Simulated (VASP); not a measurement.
Here is a VASP 6.6.1 calculation.

The input INCAR:

```
ALGO = Normal
EDIFF = 1E-6
ENCUT = 520
GGA = PE
ISIF = 2
ISMEAR = -1
LASPH = True
LCHARG = False
LREAL = False
LWAVE = False
NBANDS = 21
NELM = 60
PREC = Accurate
SIGMA = 0.1
```

File KPOINTS:

```
k-points
0
Gamma
  14 14 14
```

Contents of POSCAR:

```
Sn
1.0
   -2.8945882038      2.8945882038      1.5710109884
    2.8945882038     -2.8945882038      1.5710109884
    2.8945882038      2.8945882038     -1.5710109884
Sn
2
Direct
   -0.3750000000     -0.1250000000     -0.2500000000
    0.3750000000      0.1250000000      0.2500000000
```

Potentials or basis: VASP PAW PBE potentials, release 64 (Sn_d).

Command:

```console
$ cat potpaw_PBE.64/Sn_d/POTCAR > POTCAR
$ mpirun -np 1 vasp_std > vasp.out
```

Problem. Predict the band gap on the k mesh.

Solution. Zero (bands 14 and 15 overlap by 4.18 eV).

Problem. Estimate the pressure.

Solution. 4.3 GPa.

Caveat: the cell stands under pressure; spin-orbit coupling is left out, which moves the levels of the heavy elements.
